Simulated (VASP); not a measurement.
Here is a VASP 6.6.1 calculation.

Contents of INCAR:

```
ALGO = Normal
EDIFF = 1E-6
ENCUT = 520
GGA = PS
ISIF = 2
ISMEAR = -1
LASPH = True
LCHARG = False
LREAL = False
LWAVE = False
NBANDS = 15
NELM = 100
PREC = Accurate
SIGMA = 0.05
```

Contents of KPOINTS:

```
k-points
0
Gamma
  9 9 9
```

POSCAR

```
KF
1.0
    0.0000000000      2.6895448865      2.6895448865
    2.6895448865      0.0000000000      2.6895448865
    2.6895448865      2.6895448865      0.0000000000
K F
1 1
Direct
    0.0000000000      0.0000000000      0.0000000000
    0.5000000000      0.5000000000      0.5000000000
```

Potentials or basis: VASP PAW PBE potentials, release 64 (K_sv, F).

Command:

```sh
$ cat potpaw_PBE.64/K_sv/POTCAR potpaw_PBE.64/F/POTCAR > POTCAR
$ mpirun -np 1 vasp_std > vasp.out
```

Predict the band gap on the k mesh.

5.93 eV, direct.

Predict the pressure.

-1.2 GPa.

Caveat: the PAW data sets were made with another functional, which shifts forces and pressure a little. A k mesh can miss the band edges.
